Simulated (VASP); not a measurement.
**MgCd3Te4: single point with PBE**

Crystal: MgCd3Te4.

```xyz
8
Lattice="4.3263 0.0000 0.0000 -2.1632 3.7467 0.0000 0.0000 0.0000 14.0204" Properties=species:S:1:pos:R:3 pbc="T T T"
Mg    0.0000    2.4978    6.9821
Cd    0.0000    2.4978   13.9923
Cd    2.1632    1.2489    3.4770
Cd    2.1632    1.2489   10.4872
Te    0.0000    2.4978    2.6219
Te    0.0000    2.4978    9.6321
Te    2.1632    1.2489    6.1270
Te    2.1632    1.2489   13.1372
```

* Program: VASP 6.6.1
* Task: single point
* Functional: PBE
* Potentials or basis: VASP PAW PBE potentials, release 64 (Mg, Cd, Te)
* Cutoff: 520 eV
* k mesh: 6 × 6 × 2
* Occupations: gaussian, width 0.1 eV
* Spin: no spin polarisation
* Dipole correction: no
* Further INCAR settings: ALGO = Normal; EDIFF = 1e-06; NBANDS = 41

```yaml
Pressure: 14.2 GPa
Largest_force: 0.636 eV/Å
Band_gap_on_the_k_mesh: 1.67 eV
```

Forces on the atoms (eV/Å):
```
Mg   0.000  0.000  0.005
Cd   0.000  0.000  0.050
Cd   0.000  0.000  0.075
Cd   0.000  0.000  0.057
Te   0.000  0.000 -0.060
Te   0.000  0.000 -0.636
Te   0.000  0.000  0.557
Te   0.000  0.000 -0.048
```

Stress tensor (GPa, compression positive):
```
14.09  0.00  0.00
 0.00 14.09  0.00
 0.00  0.00 14.31
```

Levels at points of the mesh, in eV from the valence-band top:
```csv
k point,band 27,band 28,band 29,band 30,band 31,band 32,band 33,band 34,band 35,band 36
"(0.00, 0.00, 0.00)",-0.48,-0.48,-0.09,0.00,0.00,1.67,1.95,2.38,2.97,4.50
"(0.50, 0.00, 0.00)",-1.90,-1.80,-1.75,-1.65,-1.05,2.24,2.29,2.56,3.26,3.49
"(0.00, 0.00, 0.50)",-0.85,-0.34,-0.34,-0.06,-0.06,1.95,2.09,2.46,3.12,4.52
"(0.50, 0.00, 0.50)",-2.21,-1.64,-1.48,-1.37,-1.23,2.18,2.37,2.43,2.73,4.19
```

It took 100 s on 1 thread of AMD EPYC 9R45 96-Core Processor (Zen 5), on a shared host, peak memory 0.35 GiB.

Caveat: the cell stands under pressure; spin-orbit coupling is left out, which moves the levels of the heavy elements. A k mesh can miss the band edges.
